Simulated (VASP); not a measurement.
Input of a VASP 6.6.1 run:

File INCAR:

```
SYSTEM = BN
ALGO = Normal
EDIFF = 1E-6
ENCUT = 520
GGA = PE
ISIF = 2
ISMEAR = -1
LASPH = .True.
LCHARG = .False.
LREAL = .False.
LWAVE = .False.
NBANDS = 16
NELM = 100
PREC = Accurate
SIGMA = 0.02
```

File KPOINTS:

```
k-points
0
Gamma
  12 12 4
  0 0 0
```

POSCAR

```
BN
1.0
    2.6011217309      0.0000000000      0.0000000000
   -1.3005608654      2.2526374973      0.0000000000
    0.0000000000      0.0000000000      7.1695546777
B N
2 2
Direct
    0.3333333333      0.6666666667      0.2500000000
    0.6666666667      0.3333333333      0.7500000000
    0.6666666667      0.3333333333      0.2500000000
    0.3333333333      0.6666666667      0.7500000000
```

Potentials or basis: VASP PAW PBE potentials, release 64 (B, N).

Command:

```bash
$ cat potpaw_PBE.64/B/POTCAR potpaw_PBE.64/N/POTCAR > POTCAR
$ mpirun -np 1 vasp_std > vasp.out
```

Task: Predict the pressure.

Result: -19.2 GPa.

Task: Predict the band gap on the k mesh.

Result: 4.18 eV, indirect (least direct gap 4.37 eV).

Stress tensor (GPa, compression positive):
```
-29.30   0.00   0.00
  0.00 -29.30   0.00
  0.00   0.00   0.91
```

Caveat: the cell differs from its parent crystal (strain +4.0%); this functional lacks dispersion, which binds the layers, so the pressure and a relaxed spacing across them are unreliable. A k mesh can miss the band edges.
